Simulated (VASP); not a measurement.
# SiNi (P2_13) in VASP: notebook, part 2 of 2

VASP 6.6.1. Earlier steps stand in the parts before.

## Step 3: Single point, PBE (10.15 Å³/atom)

This run uses another cell than the first one, of 10.15 Å³/atom.

INCAR

```
PREC     = Accurate       # precision mode
ENCUT    = 600            # plane-wave cutoff, eV
EDIFF    = 1E-6           # SCF threshold, eV
ISMEAR   = 0              # smearing method
SIGMA    = 0.1            # smearing width, eV
LREAL    = False          # projectors in reciprocal space
LASPH    = True           # aspherical terms in the spheres
NELM     = 120            # most SCF steps
ALGO     = Normal         # electronic algorithm
ISIF     = 2              # what is computed and relaxed
LWAVE    = False          # write WAVECAR
LCHARG   = False          # write CHGCAR
GGA      = PE             # functional
NBANDS   = 38             # bands
GGA_COMPAT= False
```

KPOINTS

```
regular mesh
0
Gamma
  8 8 8
```

POSCAR

```
SiNi
1.0
    4.3301063695      0.0000000000      0.0000000000
    0.0000000000      4.3301063695      0.0000000000
    0.0000000000      0.0000000000      4.3301063695
Si Ni
4 4
Direct
    0.6528539061      0.1528539061      0.3471460939
    0.1528539061      0.3471460939      0.6528539061
    0.3471460939      0.6528539061      0.1528539061
    0.8471460939      0.8471460939      0.8471460939
    0.3495588655      0.8495588655      0.6504411345
    0.8495588655      0.6504411345      0.3495588655
    0.6504411345      0.3495588655      0.8495588655
    0.1504411345      0.1504411345      0.1504411345
```

Potentials or basis: VASP PAW PBE potentials, release 64 (Si, Ni).

Command:

```sh
> cat potpaw_PBE.64/Si/POTCAR potpaw_PBE.64/Ni/POTCAR > POTCAR
> mpirun -np 1 vasp_std > vasp.out
```

OUTCAR:

```text
PREC = Accurate
   ENCUT = 600
   EDIFF = 1E-6
   ISMEAR = 0
   LREAL = False
   LASPH = True
   NELM = 120
   ISIF = 2
   GGA = PE

 ion  position               nearest neighbor table
   1  0.653  0.153  0.347-   5 2.27   6 2.32   8 2.32   7 2.32   7 2.34   6 2.34   8 2.34   2 2.67
                             4 2.67   3 2.67   3 2.67   2 2.67   4 2.67
   2  0.153  0.347  0.653-   6 2.27   5 2.32   7 2.32   8 2.32   5 2.34   8 2.34   7 2.34   1 2.67
                             3 2.67   3 2.67   4 2.67   1 2.67   4 2.67
   3  0.347  0.653  0.153-   7 2.27   6 2.32   8 2.32   5 2.32   6 2.34   5 2.34   8 2.34   1 2.67
                             2 2.67   2 2.67   1 2.67   4 2.67   4 2.67
   4  0.847  0.847  0.847-   8 2.27   7 2.32   5 2.32   6 2.32   7 2.34   6 2.34   5 2.34   2 2.67
                             3 2.67   1 2.67   1 2.67   2 2.67   3 2.67
   5  0.350  0.850  0.650-   1 2.27   2 2.32   4 2.32   3 2.32   3 2.34   2 2.34   4 2.34   8 2.67
                             8 2.67   6 2.67   7 2.67   7 2.67   6 2.67
   6  0.850  0.650  0.350-   2 2.27   1 2.32   3 2.32   4 2.32   1 2.34   4 2.34   3 2.34   8 2.67
                             5 2.67   7 2.67   8 2.67   7 2.67   5 2.67
   7  0.650  0.350  0.850-   3 2.27   2 2.32   4 2.32   1 2.32   2 2.34   1 2.34   4 2.34   8 2.67
[... 206 lines left out ...]
 Fermi energy:        13.9944068698

 k-point     1 :       0.0000    0.0000    0.0000
  band No.  band energies     occupation
      1      -1.4815      2.00000
      2       4.3545      2.00000
      3       4.3545      2.00000
      4       4.3545      2.00000
      5       6.8590      2.00000
      6       6.8590      2.00000
[... 973 lines left out ...]
     37      18.8563      0.00000
     38      19.8942      0.00000

 [... further k-points ...]
[... 5 lines left out ...]
  --------------------------------------------------------------------------------------
  -------------------------------------------------------------------------------------
  Total       15.7374718     15.7374718     15.7374718     -0.0000000      0.0000000      0.0000000
  in kB      310.5630985    310.5630985    310.5630985     -0.0000000      0.0000000      0.0000000
  external PRESSURE =     310.5630985 kB  Pullay stress =       0.0000000 kB

 VOLUME and BASIS-vectors are now :
 -----------------------------------------------------------------------------
  energy-cutoff  :      600.00
  volume of cell :       81.19
      direct lattice vectors                 reciprocal lattice vectors
     4.330106370  0.000000000  0.000000000     0.230941209  0.000000000  0.000000000
     0.000000000  4.330106370  0.000000000     0.000000000  0.230941209  0.000000000
     0.000000000  0.000000000  4.330106370     0.000000000  0.000000000  0.230941209

 POSITION                                       TOTAL-FORCE (eV/Angst)
 -----------------------------------------------------------------------------------
      2.82693      0.66187      1.50318        -0.001968     -0.001968      0.001968
      0.66187      1.50318      2.82693        -0.001968      0.001968     -0.001968
      1.50318      2.82693      0.66187         0.001968     -0.001968     -0.001968
      3.66823      3.66823      3.66823         0.001968      0.001968      0.001968
      1.51363      3.67868      2.81648         0.000046      0.000046     -0.000046
      3.67868      2.81648      1.51363         0.000046     -0.000046      0.000046
      2.81648      1.51363      3.67868        -0.000046      0.000046      0.000046
      0.65143      0.65143      0.65143        -0.000046     -0.000046     -0.000046
 -----------------------------------------------------------------------------------
    total drift:                                0.000000      0.000000     -0.000000

  FREE ENERGIE OF THE ION-ELECTRON SYSTEM (eV)
  ---------------------------------------------------
  free  energy   TOTEN  =       -45.8825515693 eV

  energy  without entropy=      -45.8712894236  energy(sigma->0) =      -45.87692050
```

It took 94 s on 1 thread of AMD EPYC 9R45 (Zen 5), shared host; peak memory 0.25 GiB.

Results:

* Free energy: -45.8826 eV
* Pressure: 31.1 GPa
* Largest force: 0.003 eV/Å
* Band gap on the k mesh: zero (bands 28 and 29 overlap by 1.39 eV)

Forces in eV/Å, atoms in the order of the input:
```
Si  -0.002 -0.002  0.002
Si  -0.002  0.002 -0.002
Si   0.002 -0.002 -0.002
Si   0.002  0.002  0.002
Ni   0.000  0.000  0.000
Ni   0.000  0.000  0.000
Ni   0.000  0.000  0.000
Ni   0.000  0.000  0.000
```

Caveat: the cell stands under pressure. Spin polarisation is off, so any magnetic state and its effect on volume and gap are missing.

## Step 4: Single point, PBE (10.49 Å³/atom)

This run uses another cell than the first one, of 10.49 Å³/atom.

INCAR

```
SYSTEM = SiNi
  PREC = Accurate
  ENCUT = 600
  EDIFF = 1E-6
  ISMEAR = 0
  SIGMA = 0.1
  LREAL = .FALSE.
  LASPH = .TRUE.
  NELM = 120
  ALGO = Normal
  ISIF = 2
  LWAVE = .FALSE.
  LCHARG = .FALSE.
  GGA = PE
  NBANDS = 38
  GGA_COMPAT = .FALSE.
```

KPOINTS

```
Automatic mesh
0
G
  8 8 8
  0 0 0
```

POSCAR

```
SiNi
1.0
    4.3787633226      0.0000000000      0.0000000000
    0.0000000000      4.3787633226      0.0000000000
    0.0000000000      0.0000000000      4.3787633226
Si Ni
4 4
Direct
    0.6529918589      0.1529918589      0.3470081411
    0.1529918589      0.3470081411      0.6529918589
    0.3470081411      0.6529918589      0.1529918589
    0.8470081411      0.8470081411      0.8470081411
    0.3498674396      0.8498674396      0.6501325604
    0.8498674396      0.6501325604      0.3498674396
    0.6501325604      0.3498674396      0.8498674396
    0.1501325604      0.1501325604      0.1501325604
```

Command:

```sh
> cat potpaw_PBE.64/Si/POTCAR potpaw_PBE.64/Ni/POTCAR > POTCAR
> mpirun -np 1 vasp_std > vasp.out
```

Wall time 96 s (1 thread of AMD EPYC 9R45 (Zen 5), shared host); peak memory 0.25 GiB.

Results (log left out):

```yaml
Free_energy: -46.3327 eV
Pressure: 21.2 GPa
Largest_force: 0.003 eV/Å
Band_gap_on_the_k_mesh: zero (bands 28 and 29 overlap by 1.33 eV)
```

Forces in eV/Å, atoms in the order of the input:
```
Si  -0.002 -0.002  0.002
Si  -0.002  0.002 -0.002
Si   0.002 -0.002 -0.002
Si   0.002  0.002  0.002
Ni   0.000  0.000  0.000
Ni   0.000  0.000  0.000
Ni   0.000  0.000  0.000
Ni   0.000  0.000  0.000
```

Levels at points of the mesh, in eV from the Fermi level:
| k point | band 25 | band 26 | band 27 | band 28 | band 29 | band 30 | band 31 | band 32 |
| --- | --- | --- | --- | --- | --- | --- | --- | --- |
| (0.00, 0.00, 0.00) | -1.84 | -1.84 | -1.84 | 1.15 | 1.15 | 1.15 | 1.39 | 1.39 |
| (0.50, 0.00, 0.00) | -2.26 | -2.26 | -0.74 | -0.74 | -0.18 | -0.18 | 2.89 | 2.89 |
| (0.50, 0.50, 0.00) | -1.76 | -1.76 | -1.11 | -1.11 | 0.42 | 0.42 | 0.91 | 0.91 |
| (0.50, 0.50, 0.50) | -2.03 | -2.03 | -2.03 | -2.03 | 4.57 | 4.57 | 4.57 | 4.57 |

Caveat: the cell stands under pressure. Spin polarisation is off, so any magnetic state and its effect on volume and gap are missing.

## Step 5: Single point, PBE (10.84 Å³/atom)

This run uses another cell than the first one, of 10.84 Å³/atom.

INCAR

```
SYSTEM = SiNi
PREC     = Accurate       ! precision mode
ENCUT    = 600            ! plane-wave cutoff, eV
EDIFF    = 1E-6           ! SCF threshold, eV
ISMEAR   = 0              ! smearing method
SIGMA    = 0.1            ! smearing width, eV
LREAL    = .False.        ! projectors in reciprocal space
LASPH    = .True.         ! aspherical terms in the spheres
NELM     = 120            ! most SCF steps
ALGO     = Normal         ! electronic algorithm
ISIF     = 2              ! what is computed and relaxed
LWAVE    = .False.        ! write WAVECAR
LCHARG   = .False.        ! write CHGCAR
GGA      = PE             ! functional
NBANDS   = 38             ! bands
GGA_COMPAT= .False.
```

KPOINTS

```
regular mesh
0
Gamma
  8 8 8
  0 0 0
```

POSCAR

```
SiNi
1.0
    4.4263623053      0.0000000000      0.0000000000
    0.0000000000      4.4263623053      0.0000000000
    0.0000000000      0.0000000000      4.4263623053
Si Ni
4 4
Direct
    0.6531902129      0.1531902129      0.3468097871
    0.1531902129      0.3468097871      0.6531902129
    0.3468097871      0.6531902129      0.1531902129
    0.8468097871      0.8468097871      0.8468097871
    0.3502061501      0.8502061501      0.6497938499
    0.8502061501      0.6497938499      0.3502061501
    0.6497938499      0.3502061501      0.8502061501
    0.1497938499      0.1497938499      0.1497938499
```

Command:

```sh
> cat potpaw_PBE.64/Si/POTCAR potpaw_PBE.64/Ni/POTCAR > POTCAR
> mpirun -np 1 vasp_std > vasp.out
```

It took 98 s on 1 thread of AMD EPYC 9R45 (Zen 5), shared host; peak memory 0.26 GiB.

Results (log left out):

| Property | Result |
| --- | --- |
| Free energy | -46.6259 eV |
| Pressure | 12.9 GPa |
| Largest force | 0.006 eV/Å |
| Band gap on the k mesh | zero (bands 28 and 29 overlap by 1.27 eV) |

Forces on the atoms (eV/Å):
```
Si  -0.004 -0.004  0.004
Si  -0.004  0.004 -0.004
Si   0.004 -0.004 -0.004
Si   0.004  0.004  0.004
Ni   0.002  0.002 -0.002
Ni   0.002 -0.002  0.002
Ni  -0.002  0.002  0.002
Ni  -0.002 -0.002 -0.002
```

Levels at points of the mesh, in eV from the Fermi level:
```
           k point  band 26  band 27  band 28  band 29  band 30  band 31
(0.00, 0.00, 0.00)    -1.74    -1.74     1.09     1.09     1.09     1.39
(0.50, 0.00, 0.00)    -2.14    -0.68    -0.68    -0.18    -0.18     2.85
(0.50, 0.50, 0.00)    -1.65    -1.04    -1.04     0.40     0.40     0.91
(0.50, 0.50, 0.50)    -1.91    -1.91    -1.91     4.42     4.42     4.42
```

Caveat: the cell stands under pressure. Spin polarisation is off, so any magnetic state and its effect on volume and gap are missing.

## Step 6: Single point, PBE (11.19 Å³/atom)

This run uses another cell than the first one, of 11.19 Å³/atom.

INCAR

```
SYSTEM = SiNi
  PREC = Accurate
  ENCUT = 600
  EDIFF = 1E-6
  ISMEAR = 0
  SIGMA = 0.1
  LREAL = .False.
  LASPH = .True.
  NELM = 120
  ALGO = Normal
  ISIF = 2
  LWAVE = .False.
  LCHARG = .True.
  GGA = PE
  LELF = .True.
  LVHAR = .True.
  NBANDS = 38
  GGA_COMPAT = .False.
```

KPOINTS

```
Automatic mesh
0
Gamma
  8 8 8
  0 0 0
```

POSCAR

```
SiNi
1.0
    4.4729590169      0.0000000000      0.0000000000
    0.0000000000      4.4729590169      0.0000000000
    0.0000000000      0.0000000000      4.4729590169
Si Ni
4 4
Direct
    0.6535143069      0.1535143069      0.3464856931
    0.1535143069      0.3464856931      0.6535143069
    0.3464856931      0.6535143069      0.1535143069
    0.8464856931      0.8464856931      0.8464856931
    0.3510316317      0.8510316317      0.6489683683
    0.8510316317      0.6489683683      0.3510316317
    0.6489683683      0.3510316317      0.8510316317
    0.1489683683      0.1489683683      0.1489683683
```

Potentials or basis: VASP PAW PBE potentials, release 64 (Si, Ni).

Command:

```sh
> cat potpaw_PBE.64/Si/POTCAR potpaw_PBE.64/Ni/POTCAR > POTCAR
> mpirun -np 1 vasp_std > vasp.out
```

It took 100 s on 1 thread of AMD EPYC 9R45 (Zen 5), shared host; peak memory 0.26 GiB.

Results (log left out):

| Item | Value |
| --- | --- |
| Free energy | -46.7872 eV |
| Pressure | 5.9 GPa |
| Largest force | 0.014 eV/Å |
| Band gap on the k mesh | zero (bands 28 and 29 overlap by 1.21 eV) |

Forces in eV/Å, atoms in the order of the input:
```
Si  -0.008 -0.008  0.008
Si  -0.008  0.008 -0.008
Si   0.008 -0.008 -0.008
Si   0.008  0.008  0.008
Ni  -0.007 -0.007  0.007
Ni  -0.007  0.007 -0.007
Ni   0.007 -0.007 -0.007
Ni   0.007  0.007  0.007
```

Levels at points of the mesh, in eV from the Fermi level:
```tsv
k point	band 24	band 25	band 26	band 27	band 28	band 29	band 30	band 31	band 32	band 33
(0.00, 0.00, 0.00)	-2.29	-1.64	-1.64	-1.64	1.03	1.03	1.03	1.40	1.40	2.04
(0.50, 0.00, 0.00)	-2.16	-2.02	-2.02	-0.62	-0.62	-0.18	-0.18	2.81	2.81	2.94
(0.50, 0.50, 0.00)	-2.46	-1.55	-1.55	-0.98	-0.98	0.37	0.37	0.90	0.90	3.95
(0.50, 0.50, 0.50)	-2.70	-1.81	-1.81	-1.81	-1.81	4.28	4.28	4.28	4.28	4.58
```

Caveat: the cell stands under pressure. Spin polarisation is off, so any magnetic state and its effect on volume and gap are missing.

## Step 7: Overview

| task | cell | cutoff (eV) | gap on the mesh (eV) | pressure (GPa) | largest force (eV/Å) |
| --- | --- | --- | --- | --- | --- |
| relaxation of the atoms | atoms relaxed from a = 4.563 Å, 8 atoms, atomic positions A | 520 | none | -4.9 | 0.01 |
| single point | a = 4.330 Å, 8 atoms, atomic positions B | 600 | none | 31.1 | - |
| single point | a = 4.379 Å, 8 atoms, atomic positions B | 600 | none | 21.2 | - |
| single point | a = 4.426 Å, 8 atoms, atomic positions A | 600 | none | 12.9 | 0.01 |
| single point | a = 4.473 Å, 8 atoms, atomic positions A | 600 | none | 5.9 | 0.01 |

Alike in all rows: level PBE; potentials or basis VASP PAW PBE potentials, release 64 (Si, Ni); no spin polarisation; k mesh 8 × 8 × 8; smearing gaussian 0.1 eV.

Caveats: the cell stands under pressure (at least some runs).

Total energies depend on the potentials used, so only differences within one code and one set of settings carry meaning.
